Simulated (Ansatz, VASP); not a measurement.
# Ni in VASP and in Ansatz

```
CELL_PARAMETERS angstrom
0.00000 1.75970 1.75970
1.75970 0.00000 1.75970
1.75970 1.75970 0.00000
ATOMIC_POSITIONS crystal
Ni 0.00000 0.00000 0.00000
```

Alike in both runs: task single point; functional PBE; k mesh 14 × 14 × 14; occupations fermi-dirac, width 0.1 eV; collinear spin.

|  | VASP | Ansatz |
| --- | --- | --- |
| version | VASP 6.6.1 | Ansatz 0.2.0 |
| potentials or method | VASP PAW PBE potentials, release 64 (Ni), cutoff 520 eV | PAW, plane waves, scalar-relativistic |
| valence electrons in the cell | 10 | 18 |

Ansatz gave:

- pressure (GPa): 0.2
- net moment per atom (μB): 0.61
- size of the moment on the site where the two differ most (μB): 0.65

Estimate VASP's values.

pressure (GPa): 0.2; net moment per atom (μB): 0.60; size of the moment on the site where the two differ most (μB): 0.61.

Site moments also hang on the region over which each program counts them. VASP's potentials hold 10 valence electrons a cell and Ansatz's 18, so a difference there can come from the potentials and not from the codes.
